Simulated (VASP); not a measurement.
The system is Ba7B.

```
Ba B
1.0
     0.00000    5.21762    5.21762
     5.21762    0.00000    5.21762
     5.21762    5.21762    0.00000
Ba B
7 1
Direct
  0.79056 0.20944 0.20944
  0.20944 0.79056 0.79056
  0.20944 0.79056 0.20944
  0.79056 0.20944 0.79056
  0.20944 0.20944 0.79056
  0.79056 0.79056 0.20944
  0.50000 0.50000 0.50000
  0.00000 0.00000 0.00000
```

The cell was generated, and may not be a known phase.

```yaml
Program: VASP 6.6.1
Task: relaxation of cell and atoms
Functional: PBE
Potentials_or_basis: VASP PAW PBE potentials, release 64 (Ba_sv, B)
Cutoff: 600 eV
k_mesh: 4 × 4 × 4
Occupations: gaussian, width 0.1 eV
Spin: no spin polarisation
```

At the start: pressure 26.0 GPa; volume 35.51 Å³/atom.

Task: How do energy, volume and symmetry change on relaxing?

Result: Over 9 steps the energy falls by 1865.7 meV/atom and the volume is 68.08 Å³/atom (+91.7 %); space group Fm-3m (No. 225, to 0.1 Å) before and after.

The path:
| step | energy change (eV) | largest force (eV/Å) | pressure (GPa) | volume (Å³) |
| --- | --- | --- | --- | --- |
| 1 | 0.0000 | 5.9277 | 26.01 | 284.09 |
| 2 | -14.5925 | 0.4837 | -0.92 | 593.17 |
| 3 | -14.8721 | 0.0598 | 0.49 | 508.13 |
| 4 | -14.8916 | 0.1935 | 0.04 | 528.17 |
| 5 | -14.8929 | 0.1573 | 0.16 | 522.27 |
| 6 | -14.9031 | 0.1322 | 0.12 | 525.72 |
| 7 | -14.9218 | 0.0618 | 0.02 | 536.15 |
| 8 | -14.9155 | 0.0560 | -0.11 | 557.42 |
| 9 | -14.9256 | 0.0122 | -0.05 | 544.62 |

Final structure:
```
Ba B
1.0
     0.00000    6.48168    6.48168
     6.48168    0.00000    6.48168
     6.48168    6.48168    0.00000
Ba B
7 1
Cartesian
  2.9644 6.4817 6.4817
  9.9989 6.4817 6.4817
  6.4817 2.9644 6.4817
  6.4817 9.9989 6.4817
  6.4817 6.4817 2.9644
  6.4817 6.4817 9.9989
  6.4817 6.4817 6.4817
  0.0000 0.0000 0.0000
```

Caveat: the volume moved by over 15 % at a fixed basis, so the end points are rough.
